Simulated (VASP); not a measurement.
# MnO (Fm-3m) in VASP: notebook, part 3 of 3

VASP 6.6.1.

## (5) Single point, PBE, collinear spin, ferromagnetic start

This run uses another cell than the first one, of 11.00 Å³/atom, 1.017 times its volume.

File INCAR:

```
PREC     = Accurate       # precision mode
ENCUT    = 520            # plane-wave cutoff, eV
EDIFF    = 1E-6           # SCF threshold, eV
ISMEAR   = 0              # smearing method
SIGMA    = 0.022          # smearing width, eV
LREAL    = F              # projectors in reciprocal space
LASPH    = T              # aspherical terms in the spheres
NELM     = 150            # most SCF steps
ALGO     = Normal         # electronic algorithm
ISIF     = 2              # what is computed and relaxed
LWAVE    = F              # write WAVECAR
LCHARG   = F              # write CHGCAR
ISPIN    = 2              # spin polarisation
MAGMOM   = 4 0            # initial moments
LORBIT   = 11             # projections on sites
LMAXMIX  = 4              # l up to which the mixer works
GGA      = PE             # functional
NBANDS   = 20             # bands
```

File KPOINTS:

```
regular mesh
0
Gamma
  10 10 10
```

File POSCAR:

```
MnO
1.0
    0.0000000000      2.2239077028      2.2239077028
    2.2239077028      0.0000000000      2.2239077028
    2.2239077028      2.2239077028      0.0000000000
Mn O
1 1
Direct
    0.0000000000      0.0000000000      0.0000000000
    0.5000000000      0.5000000000      0.5000000000
```

Potentials or basis: VASP PAW PBE potentials, release 64 (Mn_pv, O).

Launch:

```console
$ cat potpaw_PBE.64/Mn_pv/POTCAR potpaw_PBE.64/O/POTCAR > POTCAR
$ mpirun -np 1 vasp_std > vasp.out
```

OUTCAR:

```text
PREC = Accurate
   ENCUT = 520
   EDIFF = 1E-6
   ISMEAR = 0
   LREAL = F
   LASPH = T
   NELM = 150
   ISIF = 2
   ISPIN = 2
   LORBIT = 11
   GGA = PE

 ion  position               nearest neighbor table
   1  0.000  0.000  0.000-   2 2.22   2 2.22   2 2.22   2 2.22   2 2.22   2 2.22
   2  0.500  0.500  0.500-   1 2.22   1 2.22   1 2.22   1 2.22   1 2.22   1 2.22

  LATTYP: Found a face centered cubic cell.
 ALAT       =     4.4478154056

  Lattice vectors:

 A1 = (   0.0000000000,   2.2239077028,   2.2239077028)
 A2 = (   2.2239077028,   0.0000000000,   2.2239077028)
 A3 = (   2.2239077028,   2.2239077028,   0.0000000000)

Analysis of symmetry for initial positions (statically):
=====================================================================
 Subroutine PRICEL returns:
 Original cell was already a primitive cell.

 Routine SETGRP: Setting up the symmetry group for a
 face centered cubic supercell.

 Subroutine GETGRP returns: Found 48 space group operations
[... 750 lines left out ...]
      5       4.1845      1.00000
      6       4.1845      1.00000
[... 541 lines left out ...]
     19      33.2298      0.00000
     20      35.0054      0.00000

 [... further k-points ...]

------------------------ aborting loop because EDIFF is reached ----------------------------------------

  FORCE on cell =-STRESS in cart. coord.  units (eV):
  Direction    XX          YY          ZZ          XY          YZ          ZX
  --------------------------------------------------------------------------------------
  -------------------------------------------------------------------------------------
  Total        0.0517072      0.0517072      0.0517072     -0.0000000      0.0000000     -0.0000000
  in kB        3.7660076      3.7660076      3.7660076     -0.0000000      0.0000000     -0.0000000
  external PRESSURE =       3.7660076 kB  Pullay stress =       0.0000000 kB

 VOLUME and BASIS-vectors are now :
 -----------------------------------------------------------------------------
  energy-cutoff  :      520.00
  volume of cell :       22.00
      direct lattice vectors                 reciprocal lattice vectors
     0.000000000  2.223907703  2.223907703    -0.224829474  0.224829474  0.224829474
     2.223907703  0.000000000  2.223907703     0.224829474 -0.224829474  0.224829474
     2.223907703  2.223907703  0.000000000     0.224829474  0.224829474 -0.224829474

 POSITION                                       TOTAL-FORCE (eV/Angst)
 -----------------------------------------------------------------------------------
      0.00000      0.00000      0.00000         0.000000      0.000000      0.000000
      2.22391      2.22391      2.22391        -0.000000      0.000000     -0.000000
 -----------------------------------------------------------------------------------
    total drift:                                0.000000     -0.000000     -0.000000

  FREE ENERGIE OF THE ION-ELECTRON SYSTEM (eV)
  ---------------------------------------------------
  free  energy   TOTEN  =       -16.4026464130 eV

  energy  without entropy=      -16.4022796784  energy(sigma->0) =      -16.40246305

 total charge

# of ion       s       p       d       tot
------------------------------------------
    1        0.202   6.176   4.974  11.353
    2        1.561   3.416   0.000   4.977
--------------------------------------------------
tot          1.763   9.592   4.974  16.329

 magnetization (x)

# of ion       s       p       d       tot
------------------------------------------
    1        0.034   0.026   4.295   4.355
    2        0.030   0.176   0.000   0.206
--------------------------------------------------
tot          0.064   0.202   4.295   4.561
```

stdout:

```text
POSCAR found type information on POSCAR MnO
 POSCAR found :  2 types and       2 ions
 scaLAPACK will be used
 LDA part: xc-table for (Slater+PW92), standard interpolation
 POSCAR, INCAR and KPOINTS ok, starting setup
 FFT: planning ... GRIDC
 FFT: planning ... GRID_SOFT
 FFT: planning ... GRID
 WAVECAR not read
 entering main loop
```

Wall time 17 s (1 thread of Intel Xeon Platinum 8559C (Emerald Rapids), shared host); peak memory 0.16 GiB.

Results:

```
Free energy                                           : -16.4026 eV
Pressure                                              : 0.4 GPa
Net moment                                            : 4.80 μB per cell
Site moments                                          : Mn +4.36; O +0.21 μB
Valence electrons inside the program's atomic spheres : Mn 11.35; O 4.98
```

Caveat: a cell with one magnetic atom can't hold antiferromagnetic order, which such compounds often take; semilocal functionals often make such compounds metallic where correlation or magnetic order opens a gap, which also shifts bond lengths. With open d or f shells a metallic result of PBE can be an artefact of self-interaction; +U or a hybrid may open a gap.

## (6) Single point, PBE, collinear spin, ferromagnetic start

This run uses another cell than the first one, of 11.00 Å³/atom, 1.017 times its volume.

File INCAR:

```
SYSTEM = MnO
PREC = Accurate ; ENCUT = 520
EDIFF = 1E-6 ; ISMEAR = 0
SIGMA = 0.015 ; LREAL = .FALSE.
LASPH = .TRUE. ; NELM = 150
ALGO = Normal ; ISIF = 2
LWAVE = .FALSE. ; LCHARG = .TRUE.
ISPIN = 2 ; MAGMOM = 4 0
LORBIT = 11 ; LMAXMIX = 4
GGA = PE ; LELF = .TRUE.
LVHAR = .TRUE. ; NBANDS = 20
```

File KPOINTS:

```
regular mesh
0
G
  10 10 10
  0 0 0
```

POSCAR is that of step 5.

Potentials or basis: VASP PAW PBE potentials, release 64 (Mn_pv, O).

Launch:

```console
$ cat potpaw_PBE.64/Mn_pv/POTCAR potpaw_PBE.64/O/POTCAR > POTCAR
$ mpirun -np 1 vasp_std > vasp.out
```

OUTCAR:

```text
SYSTEM = MnO
   PREC = Accurate
   ENCUT = 520
   EDIFF = 1E-6
   ISMEAR = 0
   LREAL = .FALSE.
   LASPH = .TRUE.
   NELM = 150
   ISIF = 2
   ISPIN = 2
   LORBIT = 11
   GGA = PE

 ion  position               nearest neighbor table
   1  0.000  0.000  0.000-   2 2.22   2 2.22   2 2.22   2 2.22   2 2.22   2 2.22
   2  0.500  0.500  0.500-   1 2.22   1 2.22   1 2.22   1 2.22   1 2.22   1 2.22

  LATTYP: Found a face centered cubic cell.
 ALAT       =     4.4478154056

  Lattice vectors:

 A1 = (   0.0000000000,   2.2239077028,   2.2239077028)
 A2 = (   2.2239077028,   0.0000000000,   2.2239077028)
 A3 = (   2.2239077028,   2.2239077028,   0.0000000000)

Analysis of symmetry for initial positions (statically):
=====================================================================
 Subroutine PRICEL returns:
 Original cell was already a primitive cell.

 Routine SETGRP: Setting up the symmetry group for a
 face centered cubic supercell.

 Subroutine GETGRP returns: Found 48 space group operations
 (whereof 48 operations were pure point group operations)
[... 1293 lines left out ...]
     20      35.0054      0.00000

 [... further k-points ...]

------------------------ aborting loop because EDIFF is reached ----------------------------------------

  FORCE on cell =-STRESS in cart. coord.  units (eV):
  Direction    XX          YY          ZZ          XY          YZ          ZX
  --------------------------------------------------------------------------------------
  -------------------------------------------------------------------------------------
  Total        0.0515581      0.0515581      0.0515581     -0.0000000      0.0000000      0.0000000
  in kB        3.7551514      3.7551514      3.7551514     -0.0000000      0.0000000      0.0000000
  external PRESSURE =       3.7551514 kB  Pullay stress =       0.0000000 kB

 VOLUME and BASIS-vectors are now :
 -----------------------------------------------------------------------------
  energy-cutoff  :      520.00
  volume of cell :       22.00
      direct lattice vectors                 reciprocal lattice vectors
     0.000000000  2.223907703  2.223907703    -0.224829474  0.224829474  0.224829474
     2.223907703  0.000000000  2.223907703     0.224829474 -0.224829474  0.224829474
     2.223907703  2.223907703  0.000000000     0.224829474  0.224829474 -0.224829474

 POSITION                                       TOTAL-FORCE (eV/Angst)
 -----------------------------------------------------------------------------------
      0.00000      0.00000      0.00000        -0.000000     -0.000000     -0.000000
      2.22391      2.22391      2.22391         0.000000      0.000000      0.000000
 -----------------------------------------------------------------------------------
    total drift:                                0.000000     -0.000000     -0.000000

  FREE ENERGIE OF THE ION-ELECTRON SYSTEM (eV)
  ---------------------------------------------------
  free  energy   TOTEN  =       -16.4025372928 eV

  energy  without entropy=      -16.4023202593  energy(sigma->0) =      -16.40242878

 total charge

# of ion       s       p       d       tot
------------------------------------------
    1        0.202   6.176   4.974  11.353
    2        1.561   3.416   0.000   4.977
--------------------------------------------------
tot          1.763   9.592   4.974  16.329

 magnetization (x)

# of ion       s       p       d       tot
------------------------------------------
    1        0.034   0.026   4.295   4.355
    2        0.030   0.176   0.000   0.206
--------------------------------------------------
tot          0.064   0.202   4.295   4.561
```

OSZICAR:

```text
N       E                     dE             d eps       ncg     rms          rms(c)
DAV:   1     0.171227933414E+03    0.17123E+03   -0.10431E+04  3792   0.112E+03
DAV:   2    -0.101274664033E+02   -0.18136E+03   -0.16871E+03  3876   0.329E+02
DAV:   3    -0.186559657031E+02   -0.85285E+01   -0.84231E+01  4256   0.767E+01
DAV:   4    -0.187199120172E+02   -0.63946E-01   -0.63931E-01  4280   0.686E+00
DAV:   5    -0.187204797464E+02   -0.56773E-03   -0.56772E-03  4232   0.646E-01    0.137E+01
DAV:   6    -0.167244134667E+02    0.19961E+01   -0.97471E+00  5116   0.345E+01    0.133E+01
DAV:   7    -0.164101027138E+02    0.31431E+00   -0.12956E+00  4308   0.164E+01    0.805E+00
DAV:   8    -0.164126626428E+02   -0.25599E-02   -0.11425E-01  4112   0.260E+00    0.469E+00
DAV:   9    -0.164015196924E+02    0.11143E-01   -0.42587E-02  3900   0.208E+00    0.977E-01
DAV:  10    -0.164017084724E+02   -0.18878E-03   -0.71797E-03  4056   0.913E-01    0.400E-01
DAV:  11    -0.164023583538E+02   -0.64988E-03   -0.11148E-03  4256   0.352E-01    0.175E-01
DAV:  12    -0.164025123054E+02   -0.15395E-03   -0.11476E-04  4472   0.132E-01    0.556E-02
DAV:  13    -0.164025321404E+02   -0.19835E-04   -0.21573E-05  4248   0.414E-02    0.204E-02
DAV:  14    -0.164025376307E+02   -0.54903E-05   -0.58455E-06  4128   0.172E-02    0.734E-03
DAV:  15    -0.164025372928E+02    0.33787E-06   -0.46262E-07  2320   0.585E-03
   1 F= -.16402537E+02 E0= -.16402429E+02  d E =-.217033E-03  mag=     4.8020
```

Run time: 17 s. Hardware: 1 thread of Intel Xeon Platinum 8559C (Emerald Rapids), shared host; peak memory 0.16 GiB.

Results:

```
Free energy                                           : -16.4025 eV
Pressure                                              : 0.4 GPa
Net moment                                            : 4.80 μB per cell
Site moments                                          : Mn +4.36; O +0.21 μB
Valence electrons inside the program's atomic spheres : Mn 11.35; O 4.98
```

Levels at points of the mesh, in eV from the Fermi level:
Spin up:
| k point | band 8 | band 9 | band 10 | band 11 | band 12 | band 13 | band 14 | band 15 | band 16 | band 17 |
| --- | --- | --- | --- | --- | --- | --- | --- | --- | --- | --- |
| (0.00, 0.00, 0.00) | -3.20 | -3.20 | -3.20 | -2.68 | -2.68 | -0.51 | 13.97 | 16.34 | 16.34 | 16.34 |
| (0.50, 0.00, 0.00) | -2.31 | -2.31 | -1.87 | 0.22 | 0.22 | 3.49 | 7.74 | 11.88 | 11.88 | 18.46 |
| (0.50, 0.50, 0.00) | -4.20 | -2.25 | -2.04 | -2.04 | -1.91 | 5.02 | 7.83 | 10.41 | 13.65 | 13.65 |
Spin down:
```csv
k point,band 5,band 6,band 7,band 8,band 9,band 10
"(0.00, 0.00, 0.00)",-3.33,-3.33,-3.33,0.78,0.78,0.78
"(0.50, 0.00, 0.00)",-7.33,-4.81,-4.81,1.96,2.01,2.01
"(0.50, 0.50, 0.00)",-6.38,-4.30,-4.30,-0.79,1.99,2.19
```

Caveat: a cell with one magnetic atom can't hold antiferromagnetic order, which such compounds often take; semilocal functionals often make such compounds metallic where correlation or magnetic order opens a gap, which also shifts bond lengths. With open d or f shells a metallic result of PBE can be an artefact of self-interaction; +U or a hybrid may open a gap.

## (7) The runs side by side

```csv
level,cell,smearing,gap on the mesh (eV),pressure (GPa),moment (μB)
revPBE+D4,"a = 3.128 Å, angles 60.0°, 2 atoms",fermi-dirac 0.05 eV,none,0.3,4.80
PBEsol,"a = 3.145 Å, angles 60.0°, 2 atoms",gaussian 0.1 eV,none,-6.8,4.78
PBE,"a = 3.145 Å, angles 60.0°, 2 atoms",gaussian 0.029 eV,none,0.4,4.80
PBE,"a = 3.145 Å, angles 60.0°, 2 atoms",gaussian 0.022 eV,none,0.4,4.80
PBE,"a = 3.145 Å, angles 60.0°, 2 atoms",gaussian 0.015 eV,none,0.4,4.80
```

Alike in all rows: task single point; potentials or basis VASP PAW PBE potentials, release 64 (Mn_pv, O); spin collinear, ferromagnetic start; k mesh 10 × 10 × 10; cutoff (eV) 520.

Caveats: a cell with one magnetic atom can't hold antiferromagnetic order, which such compounds often take; semilocal functionals often make such compounds metallic where correlation or magnetic order opens a gap, which also shifts bond lengths; the PAW data sets were made with another functional, which shifts forces and pressure a little (some runs); pairwise dispersion overbinds metals, which lowers pressure and volume (some runs).

Total energies depend on the potentials used, so only differences within one code and one set of settings carry meaning.
